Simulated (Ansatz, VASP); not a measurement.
## Bi: VASP beside Ansatz

```
CELL_PARAMETERS angstrom
-1.96602 1.96602 1.96602
1.96602 -1.96602 1.96602
1.96602 1.96602 -1.96602
ATOMIC_POSITIONS crystal
Bi 0.00000 0.00000 0.00000
```

Change from the starting cell: volume scaled by 0.96.

Alike in both runs: task single point; functional PBE; k mesh 13 × 13 × 13; occupations fermi-dirac, width 0.08 eV; no spin polarisation.

|  | VASP | Ansatz |
| --- | --- | --- |
| version | VASP 6.6.1 | Ansatz 0.2.0 |
| potentials or method | VASP PAW PBE potentials, release 64 (Bi_d), cutoff 520 eV | all-electron LAPW, scalar-relativistic |

Ansatz gave:

- pressure (GPa): 2.4

Which values does VASP return?

Pressure (GPa): 2.3.

Ansatz ran all-electron here, and VASP with PAW potentials.

Neither program's run includes spin-orbit coupling.
